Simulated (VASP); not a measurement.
A run of VASP 6.6.1 is set up as follows.

POSCAR

```
Cu
1.0
    2.5305027271      0.0000000000      0.0000000000
   -1.2652513636      2.1914796461      0.0000000000
    0.0000000000      0.0000000000      4.1298555581
Cu
2
Direct
    0.3333333333      0.6666666667      0.2500000000
    0.6666666667      0.3333333333      0.7500000000
```

INCAR.step1

```
SYSTEM = Cu
PREC     = Accurate       ! precision mode
ENCUT    = 520            ! plane-wave cutoff, eV
ISMEAR   = 0              ! smearing method
SIGMA    = 0.15           ! smearing width, eV
LREAL    = .FALSE.        ! projectors in reciprocal space
LASPH    = .TRUE.         ! aspherical terms in the spheres
NELM     = 80             ! most SCF steps
NBANDS   = 18             ! bands
GGA      = PE             ! functional
ALGO     = Normal         ! electronic algorithm
EDIFF    = 1E-4           ! SCF threshold, eV
LWAVE    = .TRUE.         ! write WAVECAR
LCHARG   = .FALSE.        ! write CHGCAR
```

Contents of INCAR.step2:

```
SYSTEM = Cu
PREC     = Accurate       ! precision mode
ENCUT    = 520            ! plane-wave cutoff, eV
EDIFF    = 1E-6           ! SCF threshold, eV
ISMEAR   = 0              ! smearing method
SIGMA    = 0.15           ! smearing width, eV
LREAL    = .FALSE.        ! projectors in reciprocal space
LASPH    = .TRUE.         ! aspherical terms in the spheres
NELM     = 80             ! most SCF steps
ALGO     = Normal         ! electronic algorithm
ISIF     = 2              ! what is computed and relaxed
LWAVE    = .FALSE.        ! write WAVECAR
LCHARG   = .TRUE.         ! write CHGCAR
METAGGA  = R2SCAN         ! meta-GGA
LMIXTAU  = .TRUE.       
LELF     = .TRUE.         ! ELF
LVHAR    = .TRUE.       
NBANDS   = 18             ! bands
ISTART   = 1
```

File KPOINTS:

```
regular mesh
0
G
  30 30 16
  0 0 0
```

Potentials or basis: VASP PAW PBE potentials, release 64 (Cu).

Command:

```sh
$ cat potpaw_PBE.64/Cu/POTCAR > POTCAR
$ cp INCAR.step1 INCAR
$ mpirun -np 1 vasp_std > vasp.out
$ cp INCAR.step2 INCAR
$ mpirun -np 1 vasp_std > vasp.out
```

Predict the band gap on the k mesh.

zero (bands 11 and 12 overlap by 6.39 eV).

Estimate the pressure.

0.8 GPa.

Stress tensor (GPa, compression positive):
```
0.40 0.00 0.00
0.00 0.40 0.00
0.00 0.00 1.48
```

Caveat: the PAW data sets were made with another functional, which shifts forces and pressure a little.
